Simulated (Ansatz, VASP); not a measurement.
# One calculation of SiC, two programs

File POSCAR:

```
SiC
1.0
    0.0000000000      2.0717633977      2.2435524377
    2.0717633977      0.0000000000      2.2435524377
    2.0717633977      2.0717633977      0.0000000000
Si C
1 1
Direct
    0.0000000000      0.0000000000      0.0000000000
    0.2500000000      0.2500000000      0.2500000000
```

File INCAR.step1:

```
SYSTEM = SiC
PREC     = Accurate       ! precision mode
ENCUT    = 520            ! plane-wave cutoff, eV
EDIFF    = 1E-5           ! SCF threshold, eV
ISMEAR   = 0              ! smearing method
SIGMA    = 0.01           ! smearing width, eV
LREAL    = .FALSE.        ! projectors in reciprocal space
LASPH    = .TRUE.         ! aspherical terms in the spheres
NELM     = 100            ! most SCF steps
ALGO     = Normal         ! electronic algorithm
ISIF     = 2              ! what is computed and relaxed
LWAVE    = .TRUE.         ! write WAVECAR
LCHARG   = .FALSE.        ! write CHGCAR
GGA      = PE             ! functional
NBANDS   = 11             ! bands
```

INCAR.step2

```
SYSTEM = SiC
PREC     = Accurate       ! precision mode
ENCUT    = 520            ! plane-wave cutoff, eV
EDIFF    = 1E-6           ! SCF threshold, eV
ISMEAR   = 0              ! smearing method
SIGMA    = 0.01           ! smearing width, eV
LREAL    = .FALSE.        ! projectors in reciprocal space
LASPH    = .TRUE.         ! aspherical terms in the spheres
NELM     = 100            ! most SCF steps
ALGO     = Normal         ! electronic algorithm
ISIF     = 2              ! what is computed and relaxed
LWAVE    = .FALSE.        ! write WAVECAR
LCHARG   = .FALSE.        ! write CHGCAR
GGA      = PE             ! functional
LHFCALC  = .TRUE.         ! exact exchange
HFSCREEN = 0.2079         ! screening, 1/A
PRECFOCK = Normal       
ISTART   = 1            
NBANDS   = 11             ! bands
```

KPOINTS

```
regular mesh
0
G
  8 8 8
  0 0 0
```

Input for Ansatz:

```yaml
crystal:
  lattice:
    - [0.0, 2.0717633977, 2.2435524377]
    - [2.0717633977, 0.0, 2.2435524377]
    - [2.0717633977, 2.0717633977, 0.0]
  atoms:
    - { symbol: Si, position: [0.0, 0.0, 0.0] }
    - { symbol: C, position: [0.25, 0.25, 0.25] }
kpoints:
  mp_grid: { grid: [8, 8, 8] }
  band_path:
    path:
      - [0.0, 0.0, 0.0]
      - [-0.5, -0.5, 0.0]
      - [-0.375, -0.375, 0.25]
      - [-0.375, 0.0, 0.375]
      - [0.0, 0.0, 0.5]
      - [-0.5, -0.25, 0.25]
    npoints: 1
hamiltonian:
  xc: hse06
scf:
  occupations: { method: fixed }
  n_extra_bands: 4
output:
  forces: true
  stress: true
  eigenvalues: true
```

Change from the starting cell: epitaxial_xy strain -4.9%.

Alike in both runs: task single point; functional HSE06; k mesh 8 × 8 × 8; no spin polarisation.

```csv
,VASP,Ansatz
version,VASP 6.6.1,Ansatz 0.2.0
potentials or method,"VASP PAW PBE potentials, release 64 (Si, C)","plane waves, PAW"
plane-wave cutoff (eV),520,420
occupations,"gaussian, width 0.01 eV",fixed
valence electrons in the cell,8,8
```

```csv
,VASP,Ansatz,Ansatz less VASP
gap on the k mesh at the Fermi level (eV),1.73,1.73,-0.003
pressure (GPa),16.2,16.7,+0.50
"traceless stress, the component that is largest in VASP (GPa)",-17.64,-17.53,+0.107
```

Ansatz's warnings: stress exchange threshold loose, stress scf threshold loose.
